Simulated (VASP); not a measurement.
**Y: relaxation of cell and atoms with PBE**

The system is Y.

```
CELL_PARAMETERS angstrom
0.00000 2.48500 2.48500
2.48500 0.00000 2.48500
2.48500 2.48500 0.00000
ATOMIC_POSITIONS crystal
Y 0.00000 0.00000 0.00000
```

| Quantity | Value |
| --- | --- |
| Program | VASP 6.6.1 |
| Task | relaxation of cell and atoms |
| Functional | PBE |
| Potentials or basis | VASP PAW PBE potentials, release 64 (Y_sv) |
| Cutoff | 600 eV |
| k mesh | 14 × 14 × 14 |
| Occupations | gaussian, width 0.1 eV |
| Spin | no spin polarisation |
| Dipole correction | no |
| Further INCAR settings | ALGO = Normal; EDIFF = 1e-07; IBRION = 2; EDIFFG = -0.005; NSW = 100; ISIF = 3 |

| Property | Result |
| --- | --- |
| Relaxed volume | 32.35 Å³/atom |
| Relaxed cell | a = 3.577 Å, b = 3.577 Å, c = 3.577 Å, α = 60.00°, β = 60.00°, γ = 60.00° |
| Space group after relaxing (to 0.05 Å) | Fm-3m (No. 225) |
| Energy gained by relaxing | 11.3 meV/atom |
| Ionic steps | 3 |
| Pressure after relaxing | 0.0 GPa |

Step by step:
| step | energy change (eV) | largest force (eV/Å) | pressure (GPa) | volume (Å³) |
| --- | --- | --- | --- | --- |
| 1 | 0.0000 | 0.0000 | 2.25 | 30.69 |
| 2 | -0.0110 | 0.0000 | -0.34 | 32.64 |
| 3 | -0.0113 | 0.0000 | 0.01 | 32.35 |

Final structure:
```xyz
1
Lattice="0.0000 2.5291 2.5291 2.5291 0.0000 2.5291 2.5291 2.5291 0.0000" Properties=species:S:1:pos:R:3 pbc="T T T"
Y     0.0000    0.0000    0.0000
```

Levels at points of the mesh, in eV from the Fermi level:
| k point | band 1 | band 2 | band 3 | band 4 | band 5 | band 6 | band 7 | band 8 | band 9 |
| --- | --- | --- | --- | --- | --- | --- | --- | --- | --- |
| (0.00, 0.00, 0.00) | -42.68 | -22.37 | -22.37 | -22.37 | -4.78 | 1.78 | 1.78 | 1.78 | 3.80 |
| (0.50, 0.00, 0.00) | -42.61 | -22.95 | -22.45 | -22.45 | -1.99 | 0.62 | 1.61 | 1.61 | 5.26 |
| (0.50, 0.50, 0.00) | -42.59 | -22.91 | -22.58 | -22.58 | -1.77 | -0.89 | 2.09 | 5.27 | 5.68 |

Run time: 110 s on 1 thread of AMD EPYC 7R43 64-Core Processor (Zen 3) (shared host), peak memory 0.17 GiB.

PBE usually gives volumes a little too large and moduli too small. Zero-point motion and thermal expansion aren't in these numbers.
